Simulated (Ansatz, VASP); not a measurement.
## One calculation of Sn, two programs

The input INCAR:

```
SYSTEM = Sn
  ALGO = Normal
  EDIFF = 1E-6
  ENCUT = 520
  GGA = PS
  ISIF = 2
  ISMEAR = -1
  LASPH = .TRUE.
  LCHARG = .FALSE.
  LREAL = .FALSE.
  LWAVE = .FALSE.
  NBANDS = 13
  NELM = 100
  PREC = Accurate
  SIGMA = 0.1
```

Contents of KPOINTS:

```
k-points
0
G
  13 13 13
  0 0 0
```

Contents of POSCAR:

```
Sn
1.0
   -1.9163728545      1.9163728545      1.9163728545
    1.9163728545     -1.9163728545      1.9163728545
    1.9163728545      1.9163728545     -1.9163728545
Sn
1
Direct
    0.0000000000      0.0000000000      0.0000000000
```

Input for Ansatz:

```yaml
crystal:
  lattice:
    - [-1.9163728545, 1.9163728545, 1.9163728545]
    - [1.9163728545, -1.9163728545, 1.9163728545]
    - [1.9163728545, 1.9163728545, -1.9163728545]
  atoms:
    - { symbol: Sn, position: [0.0, 0.0, 0.0] }
hamiltonian:
  xc: pbesol
  pseudopotentials:
    kind: paw
    azcp:
      Sn: "pseudopotentials/Sn.paw.azcp"
basis:
  ecutwfc: 420
  fft_grid_basis: typed
kpoints:
  mp_grid: { grid: [13, 13, 13], shift: [0, 0, 0] }
magnetization:
  spin_polarized: false
scf:
  occupations: { method: fermi_dirac, width: 0.1 }
  lower_state_search: "off"
output:
  stress: true
```

Alike in both runs: task single point; functional PBEsol; k mesh 13 × 13 × 13; occupations fermi-dirac, width 0.1 eV; no spin polarisation.

```csv
,VASP,Ansatz
version,VASP 6.6.1,Ansatz 0.2.0
potentials or method,"VASP PAW PBE potentials, release 64 (Sn_d), cutoff 520 eV","plane waves (420 eV) with PAW, scalar-relativistic"
valence electrons in the cell,14,14
```

|  | VASP | Ansatz | Ansatz less VASP |
| --- | --- | --- | --- |
| pressure (GPa) | -3.4 | -3.3 | +0.04 |

VASP's potentials were made for PBE, not for PBEsol, and Ansatz warns of the same on its side. With one functional, cell and mesh, what is left measures potentials, basis and numerics.
